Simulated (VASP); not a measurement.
A run of VASP 6.6.1 is set up as follows.

File INCAR:

```
SYSTEM = Cu
PREC = Accurate
ENCUT = 520
EDIFF = 1E-7
ISMEAR = 0
SIGMA = 0.1
LREAL = .False.
LASPH = .True.
NELM = 80
ALGO = Normal
ISIF = 2
LWAVE = .False.
LCHARG = .False.
LDIPOL = .True.
IDIPOL = 3
DIPOL = 0.5 0.5 0.500
GGA = PE
IVDW = 12
IBRION = 2
NSW = 70
EDIFFG = -0.03
```

KPOINTS

```
regular mesh
0
Gamma
  11 11 1
  0 0 0
```

File POSCAR:

```
Cu
1.0
    2.5189143994      0.0000000000      0.0000000000
    0.0000000000      2.5189143994      0.0000000000
    0.0000000000      0.0000000000     17.5622829061
Cu
3
Selective dynamics
Direct
    0.5000000000      0.5000000000      0.3985814394  F F F
    0.0000000000      0.0000000000      0.5000000000  T T T
    0.5000000000      0.5000000000      0.6014185606  T T T
```

Potentials or basis: VASP PAW PBE potentials, release 64 (Cu).

The run is started by

```console
$ cat potpaw_PBE.64/Cu/POTCAR > POTCAR
$ mpirun -np 1 vasp_std > vasp.out
```

Question: Estimate the dispersion energy per atom.

Answer: -0.365 eV.

Final structure:
```
CELL_PARAMETERS angstrom
2.51891 0.00000 0.00000
0.00000 2.51891 0.00000
0.00000 0.00000 17.56228
ATOMIC_POSITIONS crystal
Cu 0.50000 0.50000 0.39858
Cu 0.00000 0.00000 0.50000
Cu 0.50000 0.50000 0.60142
```

Caveat: the relaxation stopped at its first step, so nothing moved.
